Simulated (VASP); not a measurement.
A run of VASP 6.6.1 is set up as follows.

INCAR

```
PREC     = Accurate       # precision mode
ENCUT    = 500            # plane-wave cutoff, eV
EDIFF    = 1E-6           # SCF threshold, eV
ISMEAR   = 0              # smearing method
SIGMA    = 0.1            # smearing width, eV
LREAL    = False          # projectors in reciprocal space
LASPH    = True           # aspherical terms in the spheres
NELM     = 120            # most SCF steps
ALGO     = Normal         # electronic algorithm
ISIF     = 2              # what is computed and relaxed
LWAVE    = False          # write WAVECAR
LCHARG   = False          # write CHGCAR
GGA      = PE             # functional
NBANDS   = 28             # bands
GGA_COMPAT= False
```

File KPOINTS:

```
Automatic mesh
0
Gamma
  8 8 6
```

File POSCAR:

```
K4As
1.0
    5.6790797272      0.0000000000      0.0000000000
    0.0000000000      5.6790797272      0.0000000000
    0.0000000000      0.0000000000      8.2502504094
K As
4 1
Direct
    0.5000000000      0.0000000000      0.2215090583
    0.0000000000      0.5000000000      0.7784909417
    0.5000000000      0.0000000000      0.7784909417
    0.0000000000      0.5000000000      0.2215090583
    0.0000000000      0.0000000000      0.0000000000
```

Potentials or basis: VASP PAW PBE potentials, release 64 (K_sv, As).

Command:

```sh
$ cat potpaw_PBE.64/K_sv/POTCAR potpaw_PBE.64/As/POTCAR > POTCAR
$ mpirun -np 1 vasp_std > vasp.out
```

Task: What does it give for the band gap on the k mesh?

Result: Zero (an odd number of electrons rules out a gap without spin polarisation).

Task: Estimate the pressure.

Result: 0.2 GPa.

Forces on the atoms (eV/Å):
```
K    0.000  0.000  0.003
K    0.000  0.000 -0.003
K    0.000  0.000 -0.003
K    0.000  0.000  0.003
As   0.000  0.000  0.000
```
